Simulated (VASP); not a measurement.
# MgS (I4/mmm) in VASP: settings compared, part 2 of 2

VASP 6.6.1. Earlier steps stand in the parts before.

## 3. Single point, r2SCAN (biaxial xy strain +4.5%)

Contents of POSCAR:

```
MgS
1.0
    0.0000000000      2.7175456370      2.6015179370
    2.7175456370      0.0000000000      2.6015179370
    2.7175456370      2.7175456370      0.0000000000
Mg S
1 1
Direct
    0.0000000000      0.0000000000      0.0000000000
    0.5000000000      0.5000000000      0.5000000000
```

Contents of INCAR.step1:

```
SYSTEM = MgS
PREC = Accurate
ENCUT = 520
ISMEAR = 0
SIGMA = 0.01
LREAL = .FALSE.
LASPH = .TRUE.
NELM = 60
NBANDS = 11
GGA = PE
ALGO = Normal
EDIFF = 1E-4
LWAVE = .TRUE.
LCHARG = .FALSE.
```

Contents of INCAR.step2:

```
SYSTEM = MgS
PREC = Accurate
ENCUT = 520
EDIFF = 1E-6
ISMEAR = 0
SIGMA = 0.01
LREAL = .FALSE.
LASPH = .TRUE.
NELM = 60
ALGO = Normal
ISIF = 2
LWAVE = .FALSE.
LCHARG = .FALSE.
METAGGA = R2SCAN
LMIXTAU = .TRUE.
NBANDS = 11
ISTART = 1
```

Contents of KPOINTS:

```
Automatic mesh
0
G
  8 8 8
  0 0 0
```

Potentials or basis: VASP PAW PBE potentials, release 64 (Mg, S).

The run is started by

```sh
> cat potpaw_PBE.64/Mg/POTCAR potpaw_PBE.64/S/POTCAR > POTCAR
> cp INCAR.step1 INCAR
> mpirun -np 1 vasp_std > vasp.out
> cp INCAR.step2 INCAR
> mpirun -np 1 vasp_std > vasp.out
```

OUTCAR:

```text
SYSTEM = MgS
   PREC = Accurate
   ENCUT = 520
   EDIFF = 1E-6
   ISMEAR = 0
   LREAL = .FALSE.
   LASPH = .TRUE.
   NELM = 60
   ISIF = 2
   METAGGA = R2SCAN
   ISTART = 1

 ion  position               nearest neighbor table
   1  0.000  0.000  0.000-   2 2.60   2 2.60   2 2.72   2 2.72   2 2.72   2 2.72
   2  0.500  0.500  0.500-   1 2.60   1 2.60   1 2.72   1 2.72   1 2.72   1 2.72

  LATTYP: Found a body centered tetragonal cell.
 ALAT       =     3.8431898962
 C/A-ratio  =     1.3538326272

  Lattice vectors:

 A1 = (   0.0000000000,  -2.7175456370,  -2.6015179370)
 A2 = (   0.0000000000,   2.7175456370,  -2.6015179370)
 A3 = (   2.7175456370,   0.0000000000,   2.6015179370)

Analysis of symmetry for initial positions (statically):
=====================================================================
 Subroutine PRICEL returns:
 Original cell was already a primitive cell.

 Routine SETGRP: Setting up the symmetry group for a
 body centered tetragonal supercell.

 Subroutine GETGRP returns: Found 16 space group operations
 (whereof 16 operations were pure point group operations)
 out of a pool of 16 trial point group operations.

The static configuration has the point symmetry D_4h.

Analysis of symmetry for dynamics (positions and initial velocities):
[... 164 lines left out ...]
 Fermi energy:         2.9536407708

 k-point     1 :       0.0000    0.0000    0.0000
  band No.  band energies     occupation
      1      -9.9564      2.00000
      2       2.6116      2.00000
      3       2.8183      2.00000
      4       2.8183      2.00000
      5       6.6747      0.00000
      6      11.1911      0.00000
      7      11.1911      0.00000
      8      11.6307      0.00000
      9      13.2924      0.00000
     10      13.8485      0.00000
     11      15.8934      0.00000
[... 309 lines left out ...]
 k-point    24 :       0.3750   -0.0000    0.1250
  band No.  band energies     occupation
      1      -9.1008      2.00000
      2      -0.6683      2.00000
      3       1.9179      2.00000
      4       2.0751      2.00000
      5       8.5086      0.00000
      6       9.7100      0.00000
      7      11.3268      0.00000
      8      11.5726      0.00000
      9      14.5250      0.00000
     10      15.9558      0.00000
     11      16.2084      0.00000

 [... further k-points ...]
[... 5 lines left out ...]
  --------------------------------------------------------------------------------------
  -------------------------------------------------------------------------------------
  Total       -1.6623372     -1.6623372     -0.9787191      0.0000000      0.0000000      0.0000000
  in kB      -69.3137159    -69.3137159    -40.8092032      0.0000000      0.0000000      0.0000000
  external PRESSURE =     -59.8122117 kB  Pullay stress =       0.0000000 kB

 VOLUME and BASIS-vectors are now :
 -----------------------------------------------------------------------------
  energy-cutoff  :      520.00
  volume of cell :       38.42
      direct lattice vectors                 reciprocal lattice vectors
     0.000000000  2.717545637  2.601517937    -0.183989550  0.183989550  0.192195484
     2.717545637  0.000000000  2.601517937     0.183989550 -0.183989550  0.192195484
     2.717545637  2.717545637  0.000000000     0.183989550  0.183989550 -0.192195484

 POSITION                                       TOTAL-FORCE (eV/Angst)
 -----------------------------------------------------------------------------------
      0.00000      0.00000      0.00000         0.000000      0.000000      0.000000
      2.71755      2.71755      2.60152        -0.000000     -0.000000     -0.000000
 -----------------------------------------------------------------------------------
    total drift:                                0.000000      0.000000      0.000000

  FREE ENERGIE OF THE ION-ELECTRON SYSTEM (eV)
  ---------------------------------------------------
  free  energy   TOTEN  =       -15.4298764586 eV

  energy  without entropy=      -15.4298764586  energy(sigma->0) =      -15.42987646
```

OUTCAR.step1:

```text
SYSTEM = MgS
   PREC = Accurate
   ENCUT = 520
   ISMEAR = 0
   LREAL = .FALSE.
   LASPH = .TRUE.
[... 558 lines left out ...]
      0.00000      0.00000      0.00000         0.000000     -0.000000     -0.000000
      2.71755      2.71755      2.60152        -0.000000      0.000000      0.000000
 -----------------------------------------------------------------------------------
    total drift:                                0.000000      0.000000      0.000000

  FREE ENERGIE OF THE ION-ELECTRON SYSTEM (eV)
  ---------------------------------------------------
  free  energy   TOTEN  =        -8.4484912572 eV

  energy  without entropy=       -8.4484912572  energy(sigma->0) =       -8.44849126
```

OSZICAR.step1:

```text
N       E                     dE             d eps       ncg     rms          rms(c)
DAV:   1     0.209882629280E+02    0.20988E+02   -0.34523E+03  1362   0.582E+02
DAV:   2    -0.731822985371E+01   -0.28306E+02   -0.26126E+02  1574   0.947E+01
DAV:   3    -0.888715646970E+01   -0.15689E+01   -0.15659E+01  1606   0.236E+01
DAV:   4    -0.889781899340E+01   -0.10663E-01   -0.10662E-01  1554   0.235E+00
DAV:   5    -0.889791635279E+01   -0.97359E-04   -0.97359E-04  1650   0.226E-01    0.409E+00
DAV:   6    -0.849153118251E+01    0.40639E+00   -0.94035E-01  1472   0.366E+00    0.314E+00
DAV:   7    -0.844960951010E+01    0.41922E-01   -0.22438E-01  1564   0.198E+00    0.216E+00
DAV:   8    -0.844894118743E+01    0.66832E-03   -0.18226E-02  1424   0.810E-01    0.102E+00
DAV:   9    -0.844847952124E+01    0.46167E-03   -0.11720E-03  1508   0.187E-01    0.379E-01
DAV:  10    -0.844849125718E+01   -0.11736E-04   -0.31868E-04  1410   0.806E-02
   1 F= -.84484913E+01 E0= -.84484913E+01  d E =-.165897E-74
```

Wall time 2.4 min (1 thread of Intel Xeon Platinum 8259CL at 2.50GHz (Skylake/Cascade Lake), shared host); peak memory 0.18 GiB.

What came out:

```
Free energy            : -15.4299 eV
Pressure               : -6.0 GPa
Band gap on the k mesh : 3.06 eV, indirect (least direct gap 3.86 eV)
```

Stress tensor (GPa, compression positive):
```
-6.93  0.00  0.00
 0.00 -6.93  0.00
 0.00  0.00 -4.08
```

Caveat: the cell differs from its parent crystal (biaxial xy strain +4.5%); the PAW data sets were made with another functional, which shifts forces and pressure a little.
